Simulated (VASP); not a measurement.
# KBr: phonons with r2SCAN

Crystal: KBr.

```
K Br
1.0
     3.54400    3.54400    0.00000
    -3.54400    3.54400    0.00000
     0.00000    3.54400    3.54400
K Br
1 1
Direct
  0.00000 0.00000 0.00000
  0.50000 0.50000 0.00000
```

| Property | Result |
| --- | --- |
| Program | VASP 6.6.1 |
| Task | phonons |
| Functional | r2SCAN |
| Potentials or basis | VASP PAW PBE potentials, release 64 (K_sv, Br) |
| Cutoff | 520 eV |
| k mesh | 6 × 6 × 6 |
| Occupations | gaussian, width 0.01 eV |
| Spin | no spin polarisation |
| Dipole correction | no |
| Further INCAR settings | ALGO = Normal; EDIFF = 1e-08; IBRION = 6; POTIM = 0.015; NSW = 1 |

```json
{
  "Highest phonon frequency at Γ, LO-TO splitting left out": "62 cm⁻¹"
}
```

Phonon frequencies in cm⁻¹ (negative: imaginary):
| q point | frequencies |
| --- | --- |
| (0.000, 0.000, 0.000) | 0 0 0 62 62 62 |

It took 12 min on 1 thread of AMD EPYC 7R13 Processor (Zen 3) (shared host), peak memory 0.26 GiB.

Caveat: the cell stands under pressure or tension, which shifts response properties.
